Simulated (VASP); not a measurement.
Here is a VASP 6.6.1 calculation.

The input INCAR:

```
PREC = Accurate
ENCUT = 520
EDIFF = 1E-8
ISMEAR = -1
SIGMA = 0.05
LREAL = False
LASPH = True
NELM = 80
ALGO = Normal
ISIF = 2
LWAVE = False
LCHARG = False
GGA = PE
LEFG = True
NBANDS = 16
```

File KPOINTS:

```
Automatic mesh
0
Gamma
  12 12 6
```

POSCAR

```
Cs
1.0
    5.5403548584      0.0000000000      0.0000000000
   -2.7701774292      4.7980880534      0.0000000000
    0.0000000000      0.0000000000      8.9670054016
Cs
2
Direct
    0.3333333333      0.6666666667      0.2500000000
    0.6666666667      0.3333333333      0.7500000000
```

Potentials or basis: VASP PAW PBE potentials, release 64 (Cs_sv).

Command:

```console
$ cat potpaw_PBE.64/Cs_sv/POTCAR > POTCAR
$ mpirun -np 1 vasp_std > vasp.out
```

**Question.** Predict the pressure.

**Answer.** 0.0 GPa.

**Question.** What does it give for the band gap on the k mesh?

**Answer.** Zero (bands 9 and 10 overlap by 1.83 eV).

Electric field gradients, principal values (V/Å²):
```
atom   least  middle  greatest (by size)
1 Cs  -0.258  -0.258               0.516
2 Cs  -0.258  -0.258               0.516
```

Caveat: without QUAD_EFG the Cq values of the log hold for a quadrupole moment of 1 mb, not for the nuclei; spin-orbit coupling is left out, which moves the levels of the heavy elements.
